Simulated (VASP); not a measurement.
SrPb, 4 atoms in the cell. Symmetry: Cmcm, No. 63, orthorhombic system. Conventional cell: a = 5.018 Å, b = 12.230 Å, c = 4.648 Å, α = 90.00°, β = 90.00°, γ = 90.00°. Sr (site symmetry m2m) has 7 Pb at 3.48 to 3.59 Å and 8 Sr at 3.98 to 4.65 Å within 4.7 Å. Pb (site symmetry m2m) has 2 Pb at 3.01 Å and 7 Sr at 3.48 to 3.59 Å within 4.0 Å. 

```yaml
Program: VASP 6.6.1
Task: single point
Functional: LDA
Potentials_or_basis: VASP PAW LDA potentials, release 64 (Sr_sv, Pb_d)
Cutoff: 520 eV
k_mesh: 5 × 5 × 5
Occupations: methfessel-paxton, width 0.1 eV
Spin: no spin polarisation
Dipole_correction: no
Further_INCAR_settings: ALGO = Normal; EDIFF = 1e-06; NBANDS = 32
```

Potentials or basis: VASP PAW LDA potentials, release 64 (Sr_sv, Pb_d).

Launch:

```sh
$ cat potpaw_LDA.64/Sr_sv/POTCAR potpaw_LDA.64/Pb_d/POTCAR > POTCAR
$ mpirun -np 1 vasp_std > vasp.out
```

Hardware: 1 thread of AMD EPYC 7R13 (shared host).

Problem. How long does it take, and how much memory?

Solution. It took 3.8 min on 1 thread of AMD EPYC 7R13, on a shared host, peak memory 0.26 GiB. Counts: scf iterations 14, k points 27.
